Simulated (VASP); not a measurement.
# SrO (F-43m) in VASP: notebook

Runs on SrO. Level: PBE. Tasks: single point.

All numbers are computed with VASP 6.6.1; they aren't measurements. Logs are shortened: lines on timing, memory, paths and dates and some standing lists are left out, and cuts for length are marked.

## Step 1: The cell of the first run

Symmetry: F-43m, No. 216, cubic system. The conventional cell has a = 5.601 Å, b = 5.601 Å, c = 5.601 Å, α = 90.00°, β = 90.00°, γ = 90.00°. Within 3.2 Å of Sr (site symmetry -43m) lie 4 O at 2.43 Å. Within 3.2 Å of O (site symmetry -43m) lie 4 Sr at 2.43 Å.

## Step 2: Single point, PBE

Input file INCAR:

```
PREC     = Accurate       # precision mode
ENCUT    = 520            # plane-wave cutoff, eV
EDIFF    = 1E-6           # SCF threshold, eV
ISMEAR   = 0              # smearing method
SIGMA    = 0.05           # smearing width, eV
LREAL    = False          # projectors in reciprocal space
LASPH    = True           # aspherical terms in the spheres
NELM     = 80             # most SCF steps
ALGO     = Normal         # electronic algorithm
ISIF     = 2              # what is computed and relaxed
LWAVE    = False          # write WAVECAR
LCHARG   = False          # write CHGCAR
GGA      = PE             # functional
NBANDS   = 15             # bands
```

Input file KPOINTS:

```
regular mesh
0
Gamma
  10 10 10
```

Input file POSCAR:

```
SrO
1.0
    0.0000000000      2.8003797457      2.8003797457
    2.8003797457      0.0000000000      2.8003797457
    2.8003797457      2.8003797457      0.0000000000
Sr O
1 1
Direct
    0.0000000000      0.0000000000      0.0000000000
    0.2500000000      0.2500000000      0.2500000000
```

Potentials or basis: VASP PAW PBE potentials, release 64 (Sr_sv, O).

Run with:

```
$ cat potpaw_PBE.64/Sr_sv/POTCAR potpaw_PBE.64/O/POTCAR > POTCAR
$ mpirun -np 1 vasp_std > vasp.out
```

OUTCAR:

```text
PREC = Accurate
   ENCUT = 520
   EDIFF = 1E-6
   ISMEAR = 0
   LREAL = False
   LASPH = True
   NELM = 80
   ISIF = 2
   GGA = PE

 ion  position               nearest neighbor table
   1  0.000  0.000  0.000-   2 2.43   2 2.43   2 2.43   2 2.43
   2  0.250  0.250  0.250-   1 2.43   1 2.43   1 2.43   1 2.43

  LATTYP: Found a face centered cubic cell.
 ALAT       =     5.6007594914

  Lattice vectors:

 A1 = (   0.0000000000,   2.8003797457,   2.8003797457)
 A2 = (   2.8003797457,   0.0000000000,   2.8003797457)
 A3 = (   2.8003797457,   2.8003797457,   0.0000000000)

Analysis of symmetry for initial positions (statically):
=====================================================================
 Subroutine PRICEL returns:
 Original cell was already a primitive cell.

 Routine SETGRP: Setting up the symmetry group for a
 face centered cubic supercell.

 Subroutine GETGRP returns: Found 24 space group operations
 (whereof 24 operations were pure point group operations)
 out of a pool of 48 trial point group operations.

The static configuration has the point symmetry T_d .

Analysis of symmetry for dynamics (positions and initial velocities):
=====================================================================
 Subroutine PRICEL returns:
 Original cell was already a primitive cell.

 Routine SETGRP: Setting up the symmetry group for a
 face centered cubic supercell.

 Subroutine GETGRP returns: Found 24 space group operations
 (whereof 24 operations were pure point group operations)
 out of a pool of 48 trial point group operations.

The dynamic configuration has the point symmetry T_d .

 Subroutine INISYM returns: Found 24 space group operations
 (whereof 24 operations are pure point group operations),
 and found     1 'primitive' translations

----------------------------------------------------------------------------------------

                                     Primitive cell

  volume of cell :      43.9219

  direct lattice vectors                    reciprocal lattice vectors
     0.000000000  2.800379746  2.800379746    -0.178547213  0.178547213  0.178547213
     2.800379746  0.000000000  2.800379746     0.178547213 -0.178547213  0.178547213
     2.800379746  2.800379746  0.000000000     0.178547213  0.178547213 -0.178547213

  length of vectors
     3.960335016  3.960335016  3.960335016     0.309252845  0.309252845  0.309252845

  position of ions in fractional coordinates (direct lattice)
     0.000000000  0.000000000  0.000000000
     0.250000000  0.250000000  0.250000000

  ion indices of the primitive-cell ions
   primitive index   ion index
                 1           1
                 2           2

----------------------------------------------------------------------------------------

 KPOINTS: regular mesh

Automatic generation of k-mesh.
 Grid dimensions read from file:
 generate k-points for:   10   10   10

 Generating k-lattice:

  Cartesian coordinates                     Fractional coordinates (reciprocal lattice)
    -0.017854721  0.017854721  0.017854721     0.100000000  0.000000000  0.000000000
     0.017854721 -0.017854721  0.017854721     0.000000000  0.100000000  0.000000000
     0.017854721  0.017854721 -0.017854721     0.000000000  0.000000000  0.100000000

  Length of vectors
     0.030925285  0.030925285  0.030925285

  Shift w.r.t. Gamma in fractional coordinates (k-lattice)
     0.000000000  0.000000000  0.000000000

 Subroutine IBZKPT returns following result:
 ===========================================

 Found     47 irreducible k-points:

 Following reciprocal coordinates:
            Coordinates               Weight
  0.000000  0.000000  0.000000      1.000000
  0.100000  0.000000  0.000000      8.000000
  0.200000  0.000000  0.000000      8.000000
  0.300000  0.000000  0.000000      8.000000
  0.400000  0.000000  0.000000      8.000000
  0.500000  0.000000  0.000000      4.000000
[... 16 lines left out ...]
  0.300000  0.300000  0.000000      6.000000
  0.400000  0.300000  0.000000     24.000000
 [... further k-points ...]
   k-points           NKPTS =     47   k-points in BZ     NKDIM =     47   number of bands    NBANDS=     15
   number of dos      NEDOS =    301   number of ions     NIONS =      2
   total plane-waves  NPLWV =  27000
   dimension x,y,z NGX =    30 NGY =   30 NGZ =   30
   dimension x,y,z NGXF=    60 NGYF=   60 NGZF=   60
   ions per type =               1   1
   NGX,Y,Z   is equivalent  to a cutoff of  12.59, 12.59, 12.59 a.u.
   NGXF,Y,Z  is equivalent  to a cutoff of  25.19, 25.19, 25.19 a.u.
 SYSTEM =  unknown system
   PREC   = accura    normal or accurate (medium, high low for compatibility)
   ISTART =      0    job   : 0-new  1-cont  2-samecut
   ICHARG =      2    charge: 1-file 2-atom 10-const
   ISPIN  =      1    spin polarized calculation?
   LNONCOLLINEAR =      F non collinear calculations
   LSORBIT =      F    spin-orbit coupling
   LASPH  =      T    aspherical Exc in radial PAW
   ENCUT  =  520.0 eV  38.22 Ry    6.18 a.u.   7.36  7.36  7.36*2*pi/ulx,y,z
   NELM   =     80;   NELMIN=  2; NELMDL= -5     # of ELM steps
   EDIFF  = 0.1E-05   stopping-criterion for ELM
   LREAL  =      F    real-space projection
   EDIFFG = 0.1E-04   stopping-criterion for IOM
   NSW    =      0    number of steps for IOM
   IBRION =     -1    ionic relax: 0-MD 1-quasi-New 2-CG
   NFREE  =      0    steps in history (QN), initial steepest desc. (CG)
   ISIF   =      2    stress and relaxation
   ISYM   =      2    0-nonsym 1-usesym 2-fastsym
   POTIM  = 0.5000    time-step for ionic-motion
   TEBEG  =    0.0;   TEEND  =   0.0 temperature during run
   PSTRESS=    0.0 pullay stress
   NELECT =      16.0000    total number of electrons
   NUPDOWN=      -1.0000    fix difference up-down
   EMIN   =  10.00;   EMAX   =-10.00  energy-range for DOS
   EFERMI =   0.00;   METHOD = LEGACY
   ISMEAR =     0;   SIGMA  =   0.05  broadening in eV -4-tet -1-fermi 0-gaus
   EFERMI_NEDOS =   21; number of points for ismear=-14 and -15
   IALGO  =     38    algorithm
   IMIX   =      4    mixing-type and parameters
     AMIX     =   0.40;   BMIX     =  1.00
     AMIX_MAG =   1.60;   BMIX_MAG =  1.00
  volume/ion in A,a.u.               =      21.96       148.20
  Fermi-wavevector in a.u.,A,eV,Ry     =   1.169198  2.209463 18.599476  1.367023
  Thomas-Fermi vector in A             =   2.305674
   LORBIT       =      0    0 simple, 1 ext, 2 COOP (PROOUT), +10 PAW based schemes
   GGA     = PE    functional components
   LHFCALC =     F    Hartree Fock is set to
   AEXX    =    0.0000 exact exchange contribution
   IVDW    =     0    specifies the selected vdW correction
   LEPSILON=     F    determine dielectric tensor
   LRPA    =     F    only Hartree local field effects (RPA)
 non-spin polarized calculation
 Gauss-broadening in eV      SIGMA  =   0.05
  energy-cutoff  :      520.00
  volume of cell :       43.92
 maximum number of plane-waves:      1243
 NGX is ok and might be reduce to    30
   NGX = 15   NGY = 15   NGZ = 15

 number of electron      16.0000002 magnetization

 Free energy of the ion-electron system (eV)
  ---------------------------------------------------
  ext. energy  EPLUGINS =         0.00000000
  ---------------------------------------------------
  free energy    TOTEN  =       -11.76426290 eV

  energy without entropy =      -11.76426290  energy(sigma->0) =      -11.76426290

 E-fermi :   0.5228     XC(G=0):  -8.5885

 val. band max:        0.2514093825   @ k =  -0.3000   0.5000   0.2000
 cond. band min:       2.7538319422   @ k =   0.0000   0.0000   0.0000
 fundamental gap:      2.5024225597
 Fermi energy:         0.5227775030

 k-point     1 :       0.0000    0.0000    0.0000
  band No.  band energies     occupation
      1     -31.9914      2.00000
      2     -14.5118      2.00000
      3     -13.8835      2.00000
      4     -13.8835      2.00000
      5     -13.8835      2.00000
      6      -0.5766      2.00000
      7      -0.5766      2.00000
      8      -0.5766      2.00000
      9       2.7538      0.00000
     10       8.2644      0.00000
     11       8.2644      0.00000
     12       9.5800      0.00000
     13       9.5800      0.00000
     14       9.5800      0.00000
     15      15.3048      0.00000

 k-point     2 :       0.1000    0.0000    0.0000
  band No.  band energies     occupation
      1     -31.9859      2.00000
      2     -14.7696      2.00000
      3     -13.8916      2.00000
      4     -13.8916      2.00000
      5     -13.6463      2.00000
      6      -0.6499      2.00000
      7      -0.5427      2.00000
      8      -0.5427      2.00000
      9       3.0923      0.00000
     10       8.0419      0.00000
     11       8.0419      0.00000
     12       9.3543      0.00000
     13       9.8419      0.00000
     14       9.8419      0.00000
     15      14.1395      0.00000

 k-point     3 :       0.2000    0.0000    0.0000
  band No.  band energies     occupation
      1     -31.9715      2.00000
      2     -15.1683      2.00000
      3     -13.9129      2.00000
      4     -13.9129      2.00000
      5     -13.3059      2.00000
      6      -0.7324      2.00000
      7      -0.4578      2.00000
      8      -0.4578      2.00000
      9       3.8850      0.00000
     10       7.7478      0.00000
     11       7.7478      0.00000
     12       8.8482      0.00000
     13      10.2036      0.00000
     14      10.2036      0.00000
     15      12.8778      0.00000
[... 343 lines left out ...]
 k-point    23 :       0.3000    0.3000    0.0000
  band No.  band energies     occupation
      1     -31.9410      2.00000
      2     -15.6559      2.00000
      3     -14.0274      2.00000
      4     -14.0274      2.00000
      5     -12.8011      2.00000
      6      -1.0947      2.00000
      7      -0.0641      2.00000
      8      -0.0641      2.00000
      9       5.1683      0.00000
     10       5.7525      0.00000
     11       9.1845      0.00000
     12       9.5735      0.00000
     13      10.1436      0.00000
     14      10.1436      0.00000
     15      14.4674      0.00000

 k-point    24 :       0.4000    0.3000    0.0000
  band No.  band energies     occupation
      1     -31.9294      2.00000
      2     -15.7995      2.00000
      3     -14.0805      2.00000
      4     -14.0519      2.00000
      5     -12.6639      2.00000
      6      -1.0568      2.00000
      7       0.0269      2.00000
      8       0.0372      2.00000
      9       5.0944      0.00000
     10       5.9421      0.00000
     11       9.1902      0.00000
     12       9.5997      0.00000
     13      10.2468      0.00000
     14      10.4401      0.00000
     15      13.5008      0.00000

 [... further k-points ...]
[... 5 lines left out ...]
  --------------------------------------------------------------------------------------
  -------------------------------------------------------------------------------------
  Total        0.2368251      0.2368251      0.2368251      0.0000000      0.0000000     -0.0000000
  in kB        8.6388800      8.6388800      8.6388800      0.0000000      0.0000000     -0.0000000
  external PRESSURE =       8.6388800 kB  Pullay stress =       0.0000000 kB

 VOLUME and BASIS-vectors are now :
 -----------------------------------------------------------------------------
  energy-cutoff  :      520.00
  volume of cell :       43.92
      direct lattice vectors                 reciprocal lattice vectors
     0.000000000  2.800379746  2.800379746    -0.178547213  0.178547213  0.178547213
     2.800379746  0.000000000  2.800379746     0.178547213 -0.178547213  0.178547213
     2.800379746  2.800379746  0.000000000     0.178547213  0.178547213 -0.178547213

 POSITION                                       TOTAL-FORCE (eV/Angst)
 -----------------------------------------------------------------------------------
      0.00000      0.00000      0.00000         0.000000      0.000000      0.000000
      1.40019      1.40019      1.40019        -0.000000     -0.000000     -0.000000
 -----------------------------------------------------------------------------------
    total drift:                               -0.000000     -0.000000     -0.000000

  FREE ENERGIE OF THE ION-ELECTRON SYSTEM (eV)
  ---------------------------------------------------
  free  energy   TOTEN  =       -11.7642629022 eV

  energy  without entropy=      -11.7642629022  energy(sigma->0) =      -11.76426290
```

Wall time 16 s (1 thread of AMD EPYC 9R45 (Zen 5), shared host); peak memory 0.15 GiB.

What came out:

```
Free energy            : -11.7643 eV
Pressure               : 0.9 GPa
Band gap on the k mesh : 2.50 eV, indirect (least direct gap 3.33 eV)
```

A k mesh can miss the band edges. As with any semilocal functional, this PBE gap is likely too small.

## Step 3: Single point, PBE

This run uses another cell than the first one, of 22.05 Å³/atom, 1.004 times its volume.

Input file INCAR:

```
ALGO     = Normal         # electronic algorithm
EDIFF    = 1E-7           # SCF threshold, eV
ENCUT    = 520            # plane-wave cutoff, eV
GGA      = PE             # functional
ISIF     = 2              # what is computed and relaxed
ISMEAR   = 0              # smearing method
LASPH    = True           # aspherical terms in the spheres
LCHARG   = False          # write CHGCAR
LREAL    = False          # projectors in reciprocal space
LWAVE    = False          # write WAVECAR
NBANDS   = 15             # bands
NELM     = 60             # most SCF steps
PREC     = Accurate       # precision mode
SIGMA    = 0.05           # smearing width, eV
```

Input file KPOINTS:

```
k-points
0
Gamma
  10 10 10
```

Input file POSCAR:

```
SrO
1.0
    0.0000000000      2.8041086179      2.8041086179
    2.8041086179      0.0000000000      2.8041086179
    2.8041086179      2.8041086179      0.0000000000
Sr O
1 1
Direct
    0.0000000000      0.0000000000      0.0000000000
    0.2500000000      0.2500000000      0.2500000000
```

Potentials or basis: VASP PAW PBE potentials, release 64 (Sr_sv, O).

Run with:

```
$ cat potpaw_PBE.64/Sr_sv/POTCAR potpaw_PBE.64/O/POTCAR > POTCAR
$ mpirun -np 1 vasp_std > vasp.out
```

Wall time 17 s (1 thread of AMD EPYC 9R45 (Zen 5), shared host); peak memory 0.15 GiB.

Results (log left out):

```yaml
Free_energy: -11.7652 eV
Pressure: 0.6 GPa
Band_gap_on_the_k_mesh: 2.49 eV, indirect (least direct gap 3.31 eV)
```

Levels at points of the mesh, in eV from the valence-band top:
```
           k point  band 6  band 7  band 8  band 9  band 10  band 11
(0.00, 0.00, 0.00)   -0.82   -0.82   -0.82    2.49     8.00     8.00
(0.50, 0.00, 0.00)   -0.71   -0.51   -0.51    5.25     7.09     7.56
(0.50, 0.50, 0.00)   -1.39   -0.01   -0.01    4.55     5.71     9.56
```

A k mesh can miss the band edges. As with any semilocal functional, this PBE gap is likely too small.
